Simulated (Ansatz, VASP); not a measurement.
# LiCl in VASP and in Ansatz

The input INCAR:

```
PREC = Accurate ; ENCUT = 520
EDIFF = 1E-6 ; ISMEAR = 0
SIGMA = 0.01 ; LREAL = F
LASPH = T ; NELM = 60
ALGO = Normal ; ISIF = 2
LWAVE = F ; LCHARG = F
GGA = CA ; NBANDS = 12
```

Contents of KPOINTS:

```
regular mesh
0
Gamma
  8 8 8
```

Contents of POSCAR:

```
LiCl
1.0
    0.0000000000      2.5560252152      2.5560252152
    2.5560252152      0.0000000000      2.5560252152
    2.5560252152      2.5560252152      0.0000000000
Li Cl
1 1
Direct
    0.0000000000      0.0000000000      0.0000000000
    0.5000000000      0.5000000000      0.5000000000
```

Input for Ansatz:

```yaml
crystal:
  lattice:
    - [0.0, 2.5560252152, 2.5560252152]
    - [2.5560252152, 0.0, 2.5560252152]
    - [2.5560252152, 2.5560252152, 0.0]
  atoms:
    - { symbol: Li, position: [0.0, 0.0, 0.0] }
    - { symbol: Cl, position: [0.5, 0.5, 0.5] }
kpoints:
  mp_grid: { grid: [8, 8, 8] }
  band_path:
    path:
      - [0.0, 0.0, 0.0]
      - [0.5, 0.0, 0.5]
      - [0.625, 0.25, 0.625]
      - [0.375, 0.375, 0.75]
      - [0.5, 0.5, 0.5]
      - [0.5, 0.25, 0.75]
      - [-0.072917, 0.0, 0.072917]
    npoints: 1
hamiltonian:
  xc: lda
scf:
  occupations: { method: fixed }
  n_extra_bands: 4
output:
  forces: true
  stress: true
  eigenvalues: true
  write_density: true
  write_potential: true
  elf: true
  volumetric_format: npy
```

Alike in both runs: task single point; functional LDA; k mesh 8 × 8 × 8; no spin polarisation.

|  | VASP | Ansatz |
| --- | --- | --- |
| version | VASP 6.6.1 | Ansatz 0.2.0 |
| potentials or method | VASP PAW LDA potentials, release 64 (Li_sv, Cl) | plane waves, PAW |
| plane-wave cutoff (eV) | 520 | 420 |
| occupations | gaussian, width 0.01 eV | fixed |
| valence electrons in the cell | 10 | 10 |

|  | VASP | Ansatz | Ansatz less VASP |
| --- | --- | --- | --- |
| gap on the k mesh at the Fermi level (eV) | 6.06 | 6.05 | -0.019 |

LDA's correlation is that of Perdew and Zunger in VASP and of Perdew and Wang (1992) in Ansatz.

Noted on VASP's run: the cutoff is short for stress, so the pressure is rough.
